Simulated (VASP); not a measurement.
WC, 2 atoms in the cell. Symmetry: Fm-3m, No. 225, cubic system. Conventional cell: a = 4.414 Å, b = 4.414 Å, c = 4.414 Å, α = 90.00°, β = 90.00°, γ = 90.00°. Within 2.9 Å of W (site symmetry m-3m) lie 6 C at 2.21 Å. Within 2.9 Å of C (site symmetry m-3m) lie 6 W at 2.21 Å. 

* Program: VASP 6.6.1
* Task: single point
* Functional: r2SCAN
* Potentials or basis: VASP PAW PBE potentials, release 64 (W_sv, C)
* Cutoff: 520 eV
* k mesh: 10 × 10 × 10
* Occupations: fermi-dirac, width 0.05 eV
* Spin: no spin polarisation
* Dipole correction: no
* Further INCAR settings: ALGO = Normal; EDIFF = 1e-07; NBANDS = 16

Potentials or basis: VASP PAW PBE potentials, release 64 (W_sv, C).

Launch:

```bash
$ cat potpaw_PBE.64/W_sv/POTCAR potpaw_PBE.64/C/POTCAR > POTCAR
$ cp INCAR.step1 INCAR
$ mpirun -np 1 vasp_std > vasp.out
$ cp INCAR.step2 INCAR
$ mpirun -np 1 vasp_std > vasp.out
```

Hardware: 1 thread of AMD EPYC 9R45 96-Core Processor (Zen 5), on a shared host.

Question: Estimate the wall time of this run.

Answer: Wall time 52 s on 1 thread of AMD EPYC 9R45 96-Core Processor (Zen 5), with other jobs on the host, peak memory 0.12 GiB. Counts: k points 47.
